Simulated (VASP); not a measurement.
Ca: single point with PBEsol

Crystal: Ca.

```
Ca
1.0
    -2.20472    2.33912    2.33912
     2.20472   -2.33912    2.33912
     2.20472    2.33912   -2.33912
Ca
1
Direct
  0.00000 0.00000 0.00000
```

This cell differs from its parent crystal: strained.

- Program: VASP 6.6.1
- Task: single point
- Functional: PBEsol
- Potentials or basis: VASP PAW PBE potentials, release 64 (Ca_sv)
- Cutoff: 520 eV
- k mesh: 12 × 12 × 12
- Occupations: gaussian, width 0.1 eV
- Spin: no spin polarisation
- Dipole correction: no
- Further INCAR settings: ALGO = Normal; EDIFF = 1e-06; NBANDS = 11

```json
{
  "Pressure": "-2.3 GPa",
  "Band gap on the k mesh": "zero (band 5 reaches 1.75 eV, above the bottom of band 6 at 1.22 eV)"
}
```

Levels at points of the mesh, in eV from the Fermi level:
```csv
k point,band 1,band 2,band 3,band 4,band 5,band 6,band 7,band 8,band 9,band 10
"(0.00, 0.00, 0.00)",-42.22,-23.23,-23.22,-23.22,-3.84,1.93,2.17,2.17,2.85,3.14
"(0.50, 0.00, 0.00)",-42.21,-23.31,-23.25,-23.22,-0.96,-0.23,1.46,2.71,3.15,3.84
"(0.00, 0.50, 0.00)",-42.21,-23.31,-23.25,-23.23,-0.81,-0.06,1.17,2.93,3.32,3.87
"(0.50, 0.50, 0.50)",-42.21,-23.29,-23.29,-23.28,0.12,0.21,3.11,3.11,3.66,3.66
```

Run time: 40 s on 1 thread of Intel(R) Xeon(R) Platinum 8559C (Emerald Rapids), with other jobs on the host, peak memory 0.22 GiB.

Caveat: the cell differs from its parent crystal (strained); the PAW data sets were made with another functional, which shifts forces and pressure a little.
